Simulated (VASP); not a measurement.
Input of a VASP 6.6.1 run:

The input INCAR:

```
PREC     = Accurate       # precision mode
ENCUT    = 520            # plane-wave cutoff, eV
EDIFF    = 1E-8           # SCF threshold, eV
ISMEAR   = -1             # smearing method
SIGMA    = 0.02           # smearing width, eV
LREAL    = F              # projectors in reciprocal space
LASPH    = T              # aspherical terms in the spheres
NELM     = 100            # most SCF steps
ALGO     = Normal         # electronic algorithm
ISIF     = 2              # what is computed and relaxed
LWAVE    = F              # write WAVECAR
LCHARG   = F              # write CHGCAR
GGA      = PE             # functional
LEFG     = T            
NBANDS   = 15             # bands
```

Contents of KPOINTS:

```
Automatic mesh
0
Gamma
  9 9 9
```

The input POSCAR:

```
TaN
1.0
    0.0000000000      2.1717123202      2.1717123202
    2.1717123202      0.0000000000      2.1717123202
    2.1717123202      2.1717123202      0.0000000000
Ta N
1 1
Direct
    0.5000000000      0.5000000000      0.5000000000
    0.0000000000      0.0000000000      0.0000000000
```

Potentials or basis: VASP PAW PBE potentials, release 64 (Ta_pv, N).

Command:

```bash
$ cat potpaw_PBE.64/Ta_pv/POTCAR potpaw_PBE.64/N/POTCAR > POTCAR
$ mpirun -np 1 vasp_std > vasp.out
```

Question: Estimate the pressure.

Answer: 19.5 GPa.

Question: What does it give for the band gap on the k mesh?

Answer: Zero (band 8 reaches 11.61 eV, above the bottom of band 9 at 7.76 eV).

Caveat: without QUAD_EFG the Cq values of the log hold for a quadrupole moment of 1 mb, not for the nuclei; spin-orbit coupling is left out, which moves the levels of the heavy elements.
